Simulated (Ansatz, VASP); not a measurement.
## Zr2Cl: VASP beside Ansatz

```xyz
6
Lattice="0.0000 5.4564 5.4564 5.4564 0.0000 5.4564 5.4564 5.4564 0.0000" Properties=species:S:1:pos:R:3 pbc="T T T"
Zr    1.3641    1.3641    1.3641
Zr    4.0923    4.0923    1.3641
Zr    4.0923    1.3641    4.0923
Zr    1.3641    4.0923    4.0923
Cl    0.0000    0.0000    0.0000
Cl    2.7282    2.7282    2.7282
```

Alike in both runs: functional PBE; k mesh 4 × 4 × 4; occupations gaussian, width 0.1 eV; no spin polarisation.

Ansatz relaxed the structure, and its values are those at the end. VASP's run is a single point on that final structure, the one shown.

|  | VASP | Ansatz |
| --- | --- | --- |
| version | VASP 6.6.1 | Ansatz 0.2.0 |
| potentials or method | VASP PAW PBE potentials, release 64 (Zr_sv, Cl), cutoff 520 eV | scalar-relativistic, plane waves, PAW |
| valence electrons in the cell | 62 | 62 |

VASP gave:

* gap on the k mesh at the Fermi level (eV): none
* pressure (GPa): 0.1

Task: What did Ansatz give for the same quantities?

Result: gap on the k mesh at the Fermi level (eV): none; pressure (GPa): 0.0.

A gap of «none» marks a metal or a gap that the smearing closes. With one functional, cell and mesh, what is left measures potentials, basis and numerics.
